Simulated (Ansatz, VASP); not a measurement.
**One calculation of Nb, two programs**

The input INCAR:

```
PREC = Accurate ; ENCUT = 520
EDIFF = 1E-7 ; ISMEAR = 0
SIGMA = 0.15 ; LREAL = F
LASPH = T ; NELM = 80
ALGO = Fast ; ISIF = 2
LWAVE = F ; LCHARG = F
GGA = PE ; NBANDS = 12
```

File KPOINTS:

```
Automatic mesh
0
Gamma
  20 20 20
```

The input POSCAR:

```
Nb
1.0
    0.0000000000      2.1150000000      2.2207500000
    2.1150000000      0.0000000000      2.2207500000
    2.1150000000      2.1150000000      0.0000000000
Nb
1
Direct
    0.0000000000      0.0000000000      0.0000000000
```

Input for Ansatz:

```yaml
crystal:
  lattice:
    - [0.0, 2.115, 2.22075]
    - [2.115, 0.0, 2.22075]
    - [2.115, 2.115, 0.0]
  atoms:
    - { symbol: Nb, position: [0.0, 0.0, 0.0] }
basis:
  ecutwfc: 420
kpoints:
  mp_grid: { grid: [20, 20, 20] }
hamiltonian:
  xc: pbe
scf:
  occupations: { method: gaussian, width: 0.15 }
output:
  forces: true
  stress: true
  eigenvalues: true
```

Change from the starting cell: strain +0.000 along x and y, +0.050 along z, atoms carried along.

Alike in both runs: task single point; functional PBE; k mesh 20 × 20 × 20; occupations gaussian, width 0.15 eV; no spin polarisation.

```csv
,VASP,Ansatz
version,VASP 6.6.1,Ansatz 0.2.0
potentials or method,"VASP PAW PBE potentials, release 64 (Nb_sv), cutoff 520 eV","scalar-relativistic, plane waves, PAW"
valence electrons in the cell,13,13
```

Ansatz gave:

- gap on the k mesh at the Fermi level (eV): none
- pressure (GPa): -8.8
- traceless stress, the component that is largest in VASP (GPa): 6.00

**Question.** Estimate VASP's values.

**Answer.** gap on the k mesh at the Fermi level (eV): none; pressure (GPa): -9.1; traceless stress, the component that is largest in VASP (GPa): 5.95.

A gap of «none» marks a metal or a gap that the smearing closes.
